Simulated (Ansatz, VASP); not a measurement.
BeCd3Te4: VASP beside Ansatz

File INCAR:

```
SYSTEM = BeCd3Te4
ALGO = Normal
EDIFF = 1E-6
EDIFFG = -0.025
ENCUT = 600
GGA = PE
IBRION = 2
ISIF = 3
ISMEAR = 0
LASPH = .TRUE.
LCHARG = .FALSE.
LREAL = .FALSE.
LWAVE = .FALSE.
NELM = 60
NSW = 80
PREC = Accurate
SIGMA = 0.1
```

File KPOINTS:

```
k-points
0
G
  2 2 2
  0 0 0
```

The input POSCAR:

```
BeCd3Te4
1.0
    6.3909713502      0.0344718248     -0.0402323083
    0.0344718248      6.4387731890      0.0690095435
   -0.0402323083      0.0690095435      6.2659091180
Be Cd Te
1 3 4
Direct
   -0.0174407736     -0.0231561421      0.0098332730
    0.4895660151     -0.0012850898      0.4992715316
    0.0098110054      0.5074187686      0.5146437152
    0.5313637538      0.5086196824     -0.0191364347
    0.2082661181      0.7779555338      0.7767740682
    0.7592954146      0.7642367779      0.2096656608
    0.7843164392      0.2449617360      0.8052725760
    0.2348220274      0.2212487331      0.2036756100
```

Input for Ansatz:

```yaml
crystal:
  lattice:
    - [6.3909713502, 0.0344718248, -0.0402323083]
    - [0.0344718248, 6.438773189, 0.0690095435]
    - [-0.0402323083, 0.0690095435, 6.265909118]
  atoms:
    - { symbol: Be, position: [-0.0174407736, -0.0231561421, 0.009833273] }
    - { symbol: Cd, position: [0.4895660151, -0.0012850898, 0.4992715316] }
    - { symbol: Cd, position: [0.0098110054, 0.5074187686, 0.5146437152] }
    - { symbol: Cd, position: [0.5313637538, 0.5086196824, -0.0191364347] }
    - { symbol: Te, position: [0.2082661181, 0.7779555338, 0.7767740682] }
    - { symbol: Te, position: [0.7592954146, 0.7642367779, 0.2096656608] }
    - { symbol: Te, position: [0.7843164392, 0.244961736, 0.805272576] }
    - { symbol: Te, position: [0.2348220274, 0.2212487331, 0.20367561] }
basis:
  ecutwfc: 420
kpoints:
  mp_grid: { grid: [2, 2, 2] }
hamiltonian:
  xc: pbe
scf:
  occupations: { method: gaussian, width: 0.1 }
  lower_state_search: "off"
output:
  forces: true
  stress: true
  eigenvalues: true
relax:
  adjacent_minimum: "off"
  f_tol: 0.025
  max_steps: 60
  cell: { stress_tol: 0.25 }
```

Change from the starting cell: cell x1, atoms moved at random (sigma 0.1 Å) and cell strained at random (1.5 %), then relaxed without symmetry.

Alike in both runs: task relaxation of cell and atoms; functional PBE; k mesh 2 × 2 × 2; occupations gaussian, width 0.1 eV; no spin polarisation.

```csv
,VASP,Ansatz
version,VASP 6.6.1,Ansatz 0.2.0
potentials or method,"VASP PAW PBE potentials, release 64 (Be, Cd, Te), cutoff 600 eV","scalar-relativistic, plane waves, PAW"
valence electrons in the cell,62,126
```

```tsv
	VASP	Ansatz	Ansatz less VASP
gap on the k mesh at the Fermi level, each at its own relaxed structure (eV)	1.07	1.08	+0.008
relaxed volume (Å³/atom)	32.55	32.49	-0.053
relaxed length of the cell vector where the two differ most in proportion (Å)	6.395	6.381	-0.0136
```

VASP's potentials hold 62 valence electrons a cell and Ansatz's 126, so a difference there can come from the potentials and not from the codes.

The k mesh is coarse, so the values compare programs but aren't converged. Spin-orbit coupling is off throughout.
